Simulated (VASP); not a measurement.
Wanted: the native input for a VASP 6.6.1 run.

* Task: single point
* Functional: r2SCAN
* Potentials or basis: VASP PAW PBE potentials, release 64 (Cu, O)
* Cutoff: 520 eV
* k mesh: 7 × 7 × 4
* Occupations: fermi-dirac, width 0.05 eV
* Spin: collinear spin
* Starting moments: [1.0, -1.0, 0.0, 0.0] μB
* Dipole correction: no
* Further INCAR settings: ALGO = Normal; EDIFF = 1e-06; NBANDS = 29

The system is CuO.

```
CELL_PARAMETERS angstrom
2.34635 -1.71415 0.00000
2.34635 1.71415 0.00000
-0.85192 0.00000 5.06587
ATOMIC_POSITIONS crystal
Cu 0.00330 0.49670 0.00000
Cu 0.49670 0.00330 0.50000
O 0.57190 0.40730 0.26020
O 0.40730 0.57190 0.76020
```

One way to write it, as run:

POSCAR

```
CuO
1.0
    2.3463500000     -1.7141500000      0.0000000000
    2.3463500000      1.7141500000      0.0000000000
   -0.8519200000      0.0000000000      5.0658700000
Cu O
2 2
Direct
    0.0033000000      0.4967000000      0.0000000000
    0.4967000000      0.0033000000      0.5000000000
    0.5719000000      0.4073000000      0.2602000000
    0.4073000000      0.5719000000      0.7602000000
```

INCAR.step1

```
SYSTEM = CuO
PREC = Accurate ; ENCUT = 520
ISMEAR = -1 ; SIGMA = 0.05
LREAL = .FALSE. ; LASPH = .TRUE.
NELM = 150 ; ISPIN = 2
MAGMOM = 1 -1 0 0 ; LMAXMIX = 4
NBANDS = 29 ; GGA = PE
ALGO = Normal ; EDIFF = 1E-4
LWAVE = .TRUE. ; LCHARG = .FALSE.
LUSENCCL = .FALSE.
```

INCAR.step2

```
SYSTEM = CuO
PREC = Accurate ; ENCUT = 520
EDIFF = 1E-6 ; ISMEAR = -1
SIGMA = 0.05 ; LREAL = .FALSE.
LASPH = .TRUE. ; NELM = 150
ALGO = Normal ; ISIF = 2
LWAVE = .FALSE. ; LCHARG = .TRUE.
ISPIN = 2 ; MAGMOM = 1 -1 0 0
LORBIT = 11 ; LMAXMIX = 4
METAGGA = R2SCAN ; LMIXTAU = .TRUE.
LELF = .TRUE. ; LVHAR = .TRUE.
NBANDS = 29 ; ISTART = 1
LUSENCCL = .FALSE.
```

KPOINTS

```
Automatic mesh
0
G
  7 7 4
  0 0 0
```

Potentials or basis: VASP PAW PBE potentials, release 64 (Cu, O).

Run with:

```sh
$ cat potpaw_PBE.64/Cu/POTCAR potpaw_PBE.64/O/POTCAR > POTCAR
$ cp INCAR.step1 INCAR
$ mpirun -np 1 vasp_std > vasp.out
$ cp INCAR.step2 INCAR
$ mpirun -np 1 vasp_std > vasp.out
```

It gave:

| Quantity | Value |
| --- | --- |
| Pressure | -0.3 GPa |
| Largest force | 0.992 eV/Å |
| Band gap on the k mesh | zero (filled and empty bands overlap) |
| Net moment | 0.00 μB per cell |
| Valence electrons inside the program's atomic spheres | Cu 9.93; O 4.99 |

Caveat: the PAW data sets were made with another functional, which shifts forces and pressure a little; semilocal functionals often make such compounds metallic where correlation or magnetic order opens a gap, which also shifts bond lengths.

Run time: 9.7 min on 1 × NVIDIA H100 80GB with 1 thread of AMD EPYC 7R13 Processor (Zen 3), with other jobs on the host, peak memory 1.3 GiB.
